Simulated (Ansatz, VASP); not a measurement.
# One calculation of PbO2, two programs

```
Pb O
1.0
    -2.14851    2.14851    5.46170
     2.14851   -2.14851    5.46170
     2.14851    2.14851   -5.46170
Pb O
2 4
Direct
  0.00000 0.00000 0.00000
  0.75000 0.25000 0.50000
  0.79906 0.79906 0.00000
  0.95094 0.45094 0.50000
  0.54906 0.04906 0.50000
  0.20094 0.20094 0.00000
```

Alike in both runs: functional PBE; k mesh 12 × 12 × 12; occupations gaussian, width 0.1 eV; no spin polarisation.

Ansatz relaxed the structure, and its values are those at the end. VASP's run is a single point on that final structure, the one shown.

|  | VASP | Ansatz |
| --- | --- | --- |
| version | VASP 6.6.1 | Ansatz 0.2.0 |
| potentials or method | VASP PAW PBE potentials, release 64 (Pb_d, O), cutoff 520 eV | scalar-relativistic, plane waves, PAW |
| valence electrons in the cell | 52 | 52 |

VASP gave:

* gap on the k mesh at the Fermi level (eV): none
* pressure (GPa): 0.2
* rms of the force components (eV/Å): 0.008

Question: Estimate Ansatz's values.

Answer: gap on the k mesh at the Fermi level (eV): none; pressure (GPa): 0.0; rms of the force components (eV/Å): 0.000.

A gap of «none» marks a metal or a gap that the smearing closes. With one functional, cell and mesh, what is left measures potentials, basis and numerics.

Neither program's run includes spin-orbit coupling.
